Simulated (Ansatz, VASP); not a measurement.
One calculation of Cr, two programs

INCAR

```
SYSTEM = Cr
ALGO = Normal
EDIFF = 1E-6
ENCUT = 520
GGA = PE
ISIF = 2
ISMEAR = -1
LASPH = .TRUE.
LCHARG = .TRUE.
LELF = .TRUE.
LREAL = .FALSE.
LVHAR = .TRUE.
LWAVE = .FALSE.
NBANDS = 19
NELM = 100
PREC = Accurate
SIGMA = 0.1
```

KPOINTS

```
k-points
0
G
  24 24 12
  0 0 0
```

The input POSCAR:

```
Cr
1.0
    2.5853770856      0.0000000000      0.0000000000
   -1.2926885428      2.2390022345      0.0000000000
    0.0000000000      0.0000000000      4.6161650635
Cr
2
Direct
    0.3333333333      0.6666666667      0.2500000000
    0.6666666667      0.3333333333      0.7500000000
```

Input for Ansatz:

```yaml
crystal:
  lattice:
    - [2.5853770856, 0.0, 0.0]
    - [-1.2926885428, 2.2390022345, 0.0]
    - [0.0, 0.0, 4.6161650635]
  atoms:
    - { symbol: Cr, position: [0.3333333333, 0.6666666667, 0.25] }
    - { symbol: Cr, position: [0.6666666667, 0.3333333333, 0.75] }
hamiltonian:
  xc: pbe
  pseudopotentials:
    kind: paw
    azcp:
      Cr: "pseudopotentials/Cr.paw.azcp"
basis:
  ecutwfc: 420
  fft_grid_basis: typed
kpoints:
  mp_grid: { grid: [24, 24, 12], shift: [0, 0, 0] }
magnetization:
  spin_polarized: false
scf:
  occupations: { method: fermi_dirac, width: 0.1 }
output:
  stress: true
```

Alike in both runs: task single point; functional PBE; k mesh 24 × 24 × 12; occupations fermi-dirac, width 0.1 eV; no spin polarisation.

|  | VASP | Ansatz |
| --- | --- | --- |
| version | VASP 6.6.1 | Ansatz 0.2.0 |
| potentials or method | VASP PAW PBE potentials, release 64 (Cr_pv), cutoff 520 eV | plane waves (420 eV) with PAW, scalar-relativistic |
| valence electrons in the cell | 24 | 28 |

```csv
,VASP,Ansatz,Ansatz less VASP
pressure (GPa),-21.2,-20.9,+0.22
"traceless stress, the component that is largest in VASP (GPa)",1.47,1.43,-0.045
```

With one functional, cell and mesh, what is left measures potentials, basis and numerics. VASP's potentials hold 24 valence electrons a cell and Ansatz's 28, so a difference there can come from the potentials and not from the codes.
